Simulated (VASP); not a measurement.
Ca:

```
Ca
1.0
    -2.21776    2.21776    2.21776
     2.21776   -2.21776    2.21776
     2.21776    2.21776   -2.21776
Ca
1
Direct
  0.00000 0.00000 0.00000
```

This isn't the form of Ca at room conditions, which is fcc.

| Quantity | Value |
| --- | --- |
| Program | VASP 6.6.1 |
| Task | relaxation of cell and atoms |
| Functional | LDA |
| Potentials or basis | VASP PAW LDA potentials, release 64 (Ca_sv) |
| Cutoff | 600 eV |
| k mesh | 10 × 10 × 10 |
| Occupations | fermi-dirac, width 0.1 eV |
| Spin | no spin polarisation |

At the start: pressure -2.1 GPa; volume 43.63 Å³/atom.

Task: How do energy, volume and symmetry change on relaxing?

Result: Over 4 steps the energy falls by 42.4 meV/atom and the volume is 37.84 Å³/atom (-13.3 %); space group Im-3m (No. 229, to 0.1 Å) before and after.

Step by step:
```csv
step,energy change (eV),largest force (eV/Å),pressure (GPa),volume (Å³)
1,0.0000,0.0000,-2.15,43.63
2,-0.0355,0.0000,-0.96,40.04
3,-0.0423,0.0000,-0.08,38.00
4,-0.0424,0.0000,0.01,37.84
```

Final structure:
```
CELL_PARAMETERS angstrom
-2.11493 2.11493 2.11493
2.11493 -2.11493 2.11493
2.11493 2.11493 -2.11493
ATOMIC_POSITIONS crystal
Ca 0.00000 0.00000 0.00000
```
